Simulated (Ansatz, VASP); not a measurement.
**TiCo: VASP beside Ansatz**

Contents of INCAR:

```
ALGO = Fast ; EDIFF = 1E-6
ENCUT = 520 ; GGA = PE
ISIF = 2 ; ISMEAR = 0
ISPIN = 2 ; LASPH = True
LCHARG = False ; LMAXMIX = 4
LORBIT = 11 ; LREAL = False
LWAVE = False ; MAGMOM = 3.5 0
NBANDS = 22 ; NELM = 150
PREC = Accurate ; SIGMA = 0.1
```

Contents of KPOINTS:

```
k-points
0
Gamma
  14 14 14
```

Contents of POSCAR:

```
TiCo
1.0
    2.9629008397      0.0000000000      0.0000000000
    0.0000000000      2.9629008397      0.0000000000
    0.0000000000      0.0000000000      2.9886209309
Co Ti
1 1
Direct
    0.0000000000      0.0000000000      0.0000000000
    0.5000000000      0.5000000000      0.5000000000
```

Input for Ansatz:

```yaml
crystal:
  lattice:
    - [2.9629008397, 0.0, 0.0]
    - [0.0, 2.9629008397, 0.0]
    - [0.0, 0.0, 2.9886209309]
  atoms:
    - { symbol: Co, position: [0.0, 0.0, 0.0], spin: 3.5 }
    - { symbol: Ti, position: [0.5, 0.5, 0.5] }
basis:
  ecutwfc: 420
kpoints:
  mp_grid: { grid: [14, 14, 14] }
hamiltonian:
  xc: pbe
scf:
  occupations: { method: gaussian, width: 0.1 }
  lower_state_search: "off"
output:
  forces: true
  stress: true
  eigenvalues: true
  populations: true
magnetization:
  spin_polarized: true
```

Alike in both runs: task single point; functional PBE; k mesh 14 × 14 × 14; occupations gaussian, width 0.1 eV; collinear spin.

|  | VASP | Ansatz |
| --- | --- | --- |
| version | VASP 6.6.1 | Ansatz 0.2.0 |
| potentials or method | VASP PAW PBE potentials, release 64 (Co, Ti_sv), cutoff 520 eV | scalar-relativistic, plane waves, PAW |
| valence electrons in the cell | 21 | 29 |

|  | VASP | Ansatz | Ansatz less VASP |
| --- | --- | --- | --- |
| gap on the k mesh at the Fermi level (eV) | none | none | - |
| pressure (GPa) | 1.9 | 2.4 | +0.53 |
| traceless stress, the component that is largest in VASP (GPa) | -0.60 | -0.63 | -0.029 |
| net moment per atom (μB) | 0.43 | 0.44 | +0.010 |
| size of the moment on the site where the two differ most (μB) | 0.92 | 0.96 | +0.040 |

Site moments also hang on the region over which each program counts them. A gap of «none» marks a metal or a gap that the smearing closes. VASP's potentials hold 21 valence electrons a cell and Ansatz's 29, so a difference there can come from the potentials and not from the codes.
